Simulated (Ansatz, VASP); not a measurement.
# BaZn4As3: VASP beside Ansatz

```
CELL_PARAMETERS angstrom
4.09955 0.00000 0.00000
0.00000 4.09955 0.00000
0.00000 0.00000 10.37027
ATOMIC_POSITIONS crystal
Ba 0.00000 0.00000 0.50000
Zn 0.00000 0.50000 0.15487
Zn 0.50000 0.00000 0.15487
Zn 0.00000 0.50000 0.84513
Zn 0.50000 0.00000 0.84513
As 0.50000 0.50000 0.28373
As 0.50000 0.50000 0.71627
As 0.00000 0.00000 0.00000
```

Alike in both runs: task single point; functional PBE; k mesh 5 × 5 × 2; no spin polarisation.

|  | VASP | Ansatz |
| --- | --- | --- |
| version | VASP 6.6.1 | Ansatz 0.2.0 |
| potentials or method | VASP PAW PBE potentials, release 64 (Ba_sv, Zn, As), cutoff 520 eV | PAW plane waves |
| occupations | fermi-dirac, width 0.1 eV | fermi-dirac |
| valence electrons in the cell | 73 | 103 |

VASP gave:

- gap on the k mesh at the Fermi level (eV): none
- pressure (GPa): 4.6
- traceless stress, the component that is largest in VASP (GPa): -2.56
- rms of the force components (eV/Å): 0.466

Estimate Ansatz's values.

gap on the k mesh at the Fermi level (eV): none; pressure (GPa): 4.2; traceless stress, the component that is largest in VASP (GPa): -2.61; rms of the force components (eV/Å): 0.461.

Atom by atom the forces differ by 0.006 eV/Å (rms over components). A gap of «none» marks a metal or a gap that the smearing closes. VASP's potentials hold 73 valence electrons a cell and Ansatz's 103, so a difference there can come from the potentials and not from the codes.

Neither program's run includes spin-orbit coupling.
